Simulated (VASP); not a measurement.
Runs of VASP 6.6.1 on Ni. The structure is that of space group Im-3m (No. 229), or close to it. The cells are those of the table. This isn't the form of Ni at room conditions, which is fcc.

```csv
cell,gap on the mesh (eV),pressure (GPa),moment (μB)
"a = 2.459 Å, angles 109.5°, 1 atom",none,-22.1,(a)
"a = 2.489 Å, angles 109.5°, 1 atom",none,-26.0,0.42
"a = 2.397 Å, angles 109.5°, 1 atom",none,(b),(c)
"a = 2.428 Å, angles 109.5°, 1 atom",none,-17.0,0.27
```

Alike in all rows: task single point; level LDA; potentials or basis VASP PAW LDA potentials, release 64 (Ni); spin collinear, ferromagnetic start; k mesh 14 × 14 × 14; cutoff (eV) 600; smearing fermi-dirac 0.15 eV.

Q: Fill in the values left out.

A: (a) 0.36; (b) -10.5; (c) 0.14.

Caveats: the cell stands under tension.

A gap of «none» marks levels without a gap at the run's occupations.
